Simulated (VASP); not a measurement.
Here is a VASP 6.6.1 calculation.

Contents of INCAR:

```
SYSTEM = Ge
ALGO     = Normal         ! electronic algorithm
EDIFF    = 1E-6           ! SCF threshold, eV
ENCUT    = 500            ! plane-wave cutoff, eV
GGA      = PE             ! functional
GGA_COMPAT= .FALSE.      
ISIF     = 2              ! what is computed and relaxed
ISMEAR   = 0              ! smearing method
LASPH    = .TRUE.         ! aspherical terms in the spheres
LCHARG   = .TRUE.         ! write CHGCAR
LELF     = .TRUE.         ! ELF
LREAL    = .FALSE.        ! projectors in reciprocal space
LVHAR    = .TRUE.       
LWAVE    = .FALSE.        ! write WAVECAR
NBANDS   = 21             ! bands
NELM     = 120            ! most SCF steps
PREC     = Accurate       ! precision mode
SIGMA    = 0.15           ! smearing width, eV
```

KPOINTS

```
k-points
0
G
  14 14 14
  0 0 0
```

The input POSCAR:

```
Ge
1.0
    0.0000000000      2.6024684000      2.8287700000
    2.6024684000      0.0000000000      2.8287700000
    2.6024684000      2.6024684000      0.0000000000
Ge
2
Direct
    0.5000000000      0.5000000000      0.5000000000
    0.7500000000      0.7500000000      0.7500000000
```

Potentials or basis: VASP PAW PBE potentials, release 64 (Ge_d).

Run with:

```bash
$ cat potpaw_PBE.64/Ge_d/POTCAR > POTCAR
$ mpirun -np 1 vasp_std > vasp.out
```

**Question.** What does it give for the band gap on the k mesh?

**Answer.** Zero (band 14 reaches 7.04 eV, above the bottom of band 15 at 6.81 eV).

**Question.** What does it give for the pressure?

**Answer.** 21.7 GPa.

Stress tensor (GPa, compression positive):
```
24.13  0.00  0.00
 0.00 24.13  0.00
 0.00  0.00 16.98
```

Caveat: the cell differs from its parent crystal (strain -0.080 along x and y, +0.000 along z).
